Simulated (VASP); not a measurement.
Set up this calculation in VASP 6.6.1, as the native input.

| Property | Result |
| --- | --- |
| Task | single point |
| Functional | r2SCAN |
| Potentials or basis | VASP PAW PBE potentials, release 64 (Ca_sv, Ge_d, N) |
| Cutoff | 520 eV |
| k mesh | 7 × 7 × 7 |
| Occupations | fermi-dirac, width 0.1 eV |
| Spin | no spin polarisation |
| Dipole correction | no |
| Further INCAR settings | ALGO = Normal; EDIFF = 1e-06; NBANDS = 32 |

Ca3GeN:

```
Ca Ge N
1.0
     4.76216    0.00000    0.00000
     0.00000    4.76216    0.00000
     0.00000    0.00000    4.76216
Ca Ge N
3 1 1
Direct
  0.00000 0.50000 0.50000
  0.50000 0.00000 0.50000
  0.50000 0.50000 0.00000
  0.00000 0.00000 0.00000
  0.50000 0.50000 0.50000
```

The input as run:

POSCAR

```
Ca3GeN
1.0
    4.7621610500      0.0000000000      0.0000000000
    0.0000000000      4.7621610500      0.0000000000
    0.0000000000      0.0000000000      4.7621610500
Ca Ge N
3 1 1
Direct
    0.0000000000      0.5000000000      0.5000000000
    0.5000000000      0.0000000000      0.5000000000
    0.5000000000      0.5000000000      0.0000000000
    0.0000000000      0.0000000000      0.0000000000
    0.5000000000      0.5000000000      0.5000000000
```

INCAR.step1

```
  PREC = Accurate
  ENCUT = 520
  ISMEAR = -1
  SIGMA = 0.1
  LREAL = F
  LASPH = T
  NELM = 80
  NBANDS = 32
  GGA = PE
  ALGO = Normal
  EDIFF = 1E-4
  LWAVE = T
  LCHARG = F
```

INCAR.step2

```
  PREC = Accurate
  ENCUT = 520
  EDIFF = 1E-6
  ISMEAR = -1
  SIGMA = 0.1
  LREAL = F
  LASPH = T
  NELM = 80
  ALGO = Normal
  ISIF = 2
  LWAVE = F
  LCHARG = F
  METAGGA = R2SCAN
  LMIXTAU = T
  NBANDS = 32
  ISTART = 1
```

KPOINTS

```
regular mesh
0
Gamma
  7 7 7
```

Potentials or basis: VASP PAW PBE potentials, release 64 (Ca_sv, Ge_d, N).

Command:

```sh
$ cat potpaw_PBE.64/Ca_sv/POTCAR potpaw_PBE.64/Ge_d/POTCAR potpaw_PBE.64/N/POTCAR > POTCAR
$ cp INCAR.step1 INCAR
$ mpirun -np 1 vasp_std > vasp.out
$ cp INCAR.step2 INCAR
$ mpirun -np 1 vasp_std > vasp.out
```

It gave:

```
Pressure : 1.7 GPa
```

Caveat: the PAW data sets were made with another functional, which shifts forces and pressure a little.

Run time: 2.1 min on 1 thread of Intel(R) Xeon(R) 6975P-C (Granite Rapids), on a shared host, peak memory 0.25 GiB.
